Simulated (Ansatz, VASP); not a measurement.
## Two plane-wave programs on MgS

POSCAR

```
MgS
1.0
    0.0000000000      2.6015179373      2.6015179373
    2.6015179373      0.0000000000      2.6015179373
    2.6015179373      2.6015179373      0.0000000000
Mg S
1 1
Direct
    0.0000000000      0.0000000000      0.0000000000
    0.5000000000      0.5000000000      0.5000000000
```

The input INCAR.step1:

```
SYSTEM = MgS
  PREC = Accurate
  ENCUT = 520
  EDIFF = 1E-5
  ISMEAR = 0
  SIGMA = 0.01
  LREAL = .FALSE.
  LASPH = .TRUE.
  NELM = 100
  ALGO = Normal
  ISIF = 2
  LWAVE = .TRUE.
  GGA = PE
  NBANDS = 11
```

File INCAR.step2:

```
SYSTEM = MgS
  PREC = Accurate
  ENCUT = 520
  EDIFF = 1E-7
  ISMEAR = 0
  SIGMA = 0.01
  LREAL = .FALSE.
  LASPH = .TRUE.
  NELM = 100
  ALGO = Normal
  ISIF = 2
  LWAVE = .FALSE.
  LCHARG = .TRUE.
  GGA = PE
  LHFCALC = .TRUE.
  AEXX = 0.2
  HFSCREEN = 0.1
  PRECFOCK = Normal
  LELF = .TRUE.
  LVHAR = .TRUE.
  ISTART = 1
  NBANDS = 11
```

The input KPOINTS:

```
Automatic mesh
0
G
  4 4 4
  0 0 0
```

Input for Ansatz:

```yaml
crystal:
  lattice:
    - [0.0, 2.6015179373, 2.6015179373]
    - [2.6015179373, 0.0, 2.6015179373]
    - [2.6015179373, 2.6015179373, 0.0]
  atoms:
    - { symbol: Mg, position: [0.0, 0.0, 0.0] }
    - { symbol: S, position: [0.5, 0.5, 0.5] }
kpoints:
  mp_grid: { grid: [4, 4, 4] }
hamiltonian:
  xc: { exchange: pbe, correlation: pbe, exx: { coeff: 0.2, omega: 0.1 } }
scf:
  occupations: { method: fixed }
  n_extra_bands: 4
output:
  forces: true
  stress: true
  eigenvalues: true
```

Alike in both runs: task single point; functional PBE-based screened hybrid; k mesh 4 × 4 × 4; no spin polarisation.

|  | VASP | Ansatz |
| --- | --- | --- |
| version | VASP 6.6.1 | Ansatz 0.2.0 |
| potentials or method | VASP PAW PBE potentials, release 64 (Mg, S) | plane waves |
| plane-wave cutoff (eV) | 520 | 420 |
| occupations | gaussian, width 0.01 eV | fixed |
| valence electrons in the cell | 8 | 16 |

Ansatz gave:

- gap on the k mesh at the Fermi level (eV): 3.86
- pressure (GPa): 0.2

Task: Which values does VASP return?

Result: gap on the k mesh at the Fermi level (eV): 3.83; pressure (GPa): -0.2.

VASP's potentials were made for PBE, not for PBE-based screened hybrid. VASP's potentials hold 8 valence electrons a cell and Ansatz's 16, so a difference there can come from the potentials and not from the codes. Ansatz's warnings: stress exchange threshold loose, stress scf threshold loose.

The k mesh is coarse, so the values compare programs but aren't converged.
